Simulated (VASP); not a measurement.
A run of VASP 6.6.1 is set up as follows.

The input INCAR:

```
SYSTEM = Zn
ALGO = Normal
EDIFF = 1E-7
ENCUT = 520
GGA = PS
ISIF = 2
ISMEAR = -1
LASPH = .True.
LCHARG = .False.
LREAL = .False.
LWAVE = .False.
NBANDS = 19
NELM = 60
PREC = Accurate
SIGMA = 0.05
```

KPOINTS

```
k-points
0
Gamma
  11 11 6
  0 0 0
```

File POSCAR:

```
Zn
1.0
    2.5134176885      0.0000000000      0.0000000000
   -1.2567088443      2.1766835686      0.0000000000
    0.0000000000      0.0000000000      4.1895779948
Zn
2
Direct
    0.6666666667      0.3333333333      0.7500000000
    0.3333333333      0.6666666667      0.2500000000
```

Potentials or basis: VASP PAW PBE potentials, release 64 (Zn).

Command:

```bash
$ cat potpaw_PBE.64/Zn/POTCAR > POTCAR
$ mpirun -np 1 vasp_std > vasp.out
```

Task: What does it give for the band gap on the k mesh?

Result: Zero (band 12 reaches 6.84 eV, above the bottom of band 13 at 4.08 eV).

Task: Estimate the pressure.

Result: 31.0 GPa.

Stress tensor (GPa, compression positive):
```
31.02  0.00  0.00
 0.00 31.02  0.00
 0.00  0.00 30.91
```

Caveat: the PAW data sets were made with another functional, which shifts forces and pressure a little.
